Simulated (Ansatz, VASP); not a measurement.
Ti3SiO8 in VASP and in Ansatz

The input INCAR:

```
SYSTEM = Ti3SiO8
PREC     = Accurate       ! precision mode
ENCUT    = 520            ! plane-wave cutoff, eV
EDIFF    = 1E-6           ! SCF threshold, eV
ISMEAR   = -1             ! smearing method
SIGMA    = 0.02           ! smearing width, eV
LREAL    = .FALSE.        ! projectors in reciprocal space
LASPH    = .TRUE.         ! aspherical terms in the spheres
NELM     = 100            ! most SCF steps
ALGO     = Normal         ! electronic algorithm
ISIF     = 2              ! what is computed and relaxed
LWAVE    = .FALSE.        ! write WAVECAR
LCHARG   = .FALSE.        ! write CHGCAR
GGA      = PE             ! functional
NBANDS   = 56             ! bands
```

Contents of KPOINTS:

```
regular mesh
0
G
  6 6 6
  0 0 0
```

POSCAR

```
Ti3SiO8
1.0
    4.4398296821      0.0410554323     -0.0004016020
    0.0415560235      4.8027511095     -0.0001410868
    0.0004444814      0.0001222214      5.3585433511
Si Ti O
1 3 8
Direct
    0.2500004747      0.2043329589      0.0930316533
    0.2499994081      0.7043359115      0.4173391728
    0.7500075803      0.2043359477      0.5919200508
    0.7499921005      0.7043378257      0.9364227909
    0.0264415338      0.3679598216      0.3481035808
    0.0324055172      0.8992232142      0.1238784564
    0.5294245411      0.5426909817      0.6335880767
    0.5006969157      1.0459529527      0.8750710869
    0.4735616045      1.0407025451      0.3481034551
    0.4675944490      0.5094401120      0.1238792653
    0.9992998259      0.3627129578      0.8750711806
    0.9705760492      0.8659747709      0.6335912303
```

Input for Ansatz:

```yaml
crystal:
  lattice:
    - [4.4398296821, 0.0410554323, -0.000401602]
    - [0.0415560235, 4.8027511095, -0.0001410868]
    - [0.0004444814, 0.0001222214, 5.3585433511]
  atoms:
    - { symbol: Si, position: [0.2500004747, 0.2043329589, 0.0930316533] }
    - { symbol: Ti, position: [0.2499994081, 0.7043359115, 0.4173391728] }
    - { symbol: Ti, position: [0.7500075803, 0.2043359477, 0.5919200508] }
    - { symbol: Ti, position: [0.7499921005, 0.7043378257, 0.9364227909] }
    - { symbol: O, position: [0.0264415338, 0.3679598216, 0.3481035808] }
    - { symbol: O, position: [0.0324055172, 0.8992232142, 0.1238784564] }
    - { symbol: O, position: [0.5294245411, 0.5426909817, 0.6335880767] }
    - { symbol: O, position: [0.5006969157, 1.0459529527, 0.8750710869] }
    - { symbol: O, position: [0.4735616045, 1.0407025451, 0.3481034551] }
    - { symbol: O, position: [0.467594449, 0.509440112, 0.1238792653] }
    - { symbol: O, position: [0.9992998259, 0.3627129578, 0.8750711806] }
    - { symbol: O, position: [0.9705760492, 0.8659747709, 0.6335912303] }
kpoints:
  mp_grid: { grid: [6, 6, 6] }
  band_path:
    path:
      - [0.0, 0.0, 0.0]
      - [7.186487494825e-21, -2.563026528377e-06, 0.4999999999867]
      - [-2.171987455145e-20, 0.4999974369653, 0.4999999999867]
      - [-3.033462903111e-19, 0.4999999999918, 3.141768736836e-19]
      - [0.0, 0.0, 0.0]
      - [0.5, 0.499999999992, -4.40205674377e-06]
      - [0.5, 0.4999974369655, 0.49999559793]
      - [7.186487494825e-21, -2.563026528377e-06, 0.4999999999867]
      - [0.5, -2.563026369975e-06, 0.49999559793]
      - [0.5, 1.584014618722e-13, -4.402056743771e-06]
      - [0.0, 0.0, 0.0]
    npoints: 10
hamiltonian:
  xc: pbe
scf:
  occupations: { method: fermi_dirac, width: 0.02 }
  n_extra_bands: 7
output:
  forces: true
  stress: true
  eigenvalues: true
```

Alike in both runs: task single point; functional PBE; k mesh 6 × 6 × 6; occupations fermi-dirac, width 0.02 eV; no spin polarisation.

|  | VASP | Ansatz |
| --- | --- | --- |
| version | VASP 6.6.1 | Ansatz 0.2.0 |
| potentials or method | VASP PAW PBE potentials, release 64 (Si, Ti_sv, O) | plane waves, PAW |
| plane-wave cutoff (eV) | 520 | 420 |
| valence electrons in the cell | 88 | 88 |

```tsv
	VASP	Ansatz	Ansatz less VASP
gap on the k mesh at the Fermi level (eV)	2.18	2.20	+0.022
pressure (GPa)	6.8	6.2	-0.60
traceless stress, the component that is largest in VASP (GPa)	0.25	0.12	-0.129
rms of the force components (eV/Å)	0.038	0.043	+0.0055
```

Atom by atom the forces differ by 0.015 eV/Å (rms over components). The functional is the same, so the differences come from potentials, cutoffs and numerics. Ansatz's warnings: near symmetry operations not taken.
